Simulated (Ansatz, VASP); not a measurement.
## One calculation of MgO, two programs

```
Mg O
1.0
     0.00000    1.95602    1.95602
     1.95602    0.00000    1.95602
     1.95602    1.95602    0.00000
Mg O
1 1
Direct
  0.00000 0.00000 0.00000
  0.50000 0.50000 0.50000
```

Alike in both runs: task single point; functional PBEsol; k mesh 10 × 10 × 10; occupations gaussian, width 0.05 eV; no spin polarisation.

|  | VASP | Ansatz |
| --- | --- | --- |
| version | VASP 6.6.1 | Ansatz 0.2.0 |
| potentials or method | VASP PAW PBE potentials, release 64 (Mg, O), cutoff 520 eV | scalar-relativistic, plane waves, PAW |
| valence electrons in the cell | 8 | 16 |

Ansatz gave:

- gap on the k mesh at the Fermi level (eV): 7.08
- least direct gap on the mesh (eV): 7.08

Estimate VASP's values.

gap on the k mesh at the Fermi level (eV): 7.10; least direct gap on the mesh (eV): 7.10.

VASP's potentials were made for PBE, not for PBEsol. VASP's potentials hold 8 valence electrons a cell and Ansatz's 16, so a difference there can come from the potentials and not from the codes.
